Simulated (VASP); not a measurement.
Set up this calculation in VASP 6.6.1, as the native input.

```yaml
Task: relaxation of the atoms
Functional: PBE
Potentials_or_basis: VASP PAW PBE potentials, release 64 (Mg, S)
Cutoff: 520 eV
k_mesh: 6 × 6 × 6
Occupations: gaussian, width 0.02 eV
Spin: no spin polarisation
Dipole_correction: no
Further_INCAR_settings: ALGO = Normal; EDIFF = 1e-07; IBRION = 2; EDIFFG = -0.002; NSW = 60
```

The structure of MgS (pbe) lies in POSCAR:

```
MgS
1.0
    0.0000000000      2.6412435108      2.5997095713
    2.6412435108      0.0000000000      2.5997095713
    2.6412435108      2.6412435108      0.0000000000
Mg S
1 1
Direct
    0.0000000000      0.0000000000      0.0000000000
    0.5000000000      0.5000000000      0.5000000000
```

This cell differs from its parent crystal: strained cell.

One way to write it, as run:

INCAR

```
PREC = Accurate
ENCUT = 520
EDIFF = 1E-7
ISMEAR = 0
SIGMA = 0.02
LREAL = False
LASPH = True
NELM = 120
ALGO = Normal
ISIF = 2
LWAVE = False
LCHARG = False
GGA = PE
IBRION = 2
NSW = 60
EDIFFG = -0.002
GGA_COMPAT = False
NELMIN = 4
```

KPOINTS

```
regular mesh
0
Gamma
  6 6 6
```

Potentials or basis: VASP PAW PBE potentials, release 64 (Mg, S).

Command:

```bash
$ cat potpaw_PBE.64/Mg/POTCAR potpaw_PBE.64/S/POTCAR > POTCAR
$ mpirun -np 1 vasp_std > vasp.out
```

It gave:

```yaml
Pressure_after_relaxing: -1.2 GPa
Band_gap_on_the_k_mesh: 2.64 eV, indirect (least direct gap 3.46 eV)
```

Caveat: the cell differs from its parent crystal (strained cell); the relaxation stopped at its first step, so nothing moved.

Wall time 8.7 s on 1 thread of Intel Xeon 6975P-C, with other jobs on the host, peak memory 0.15 GiB.
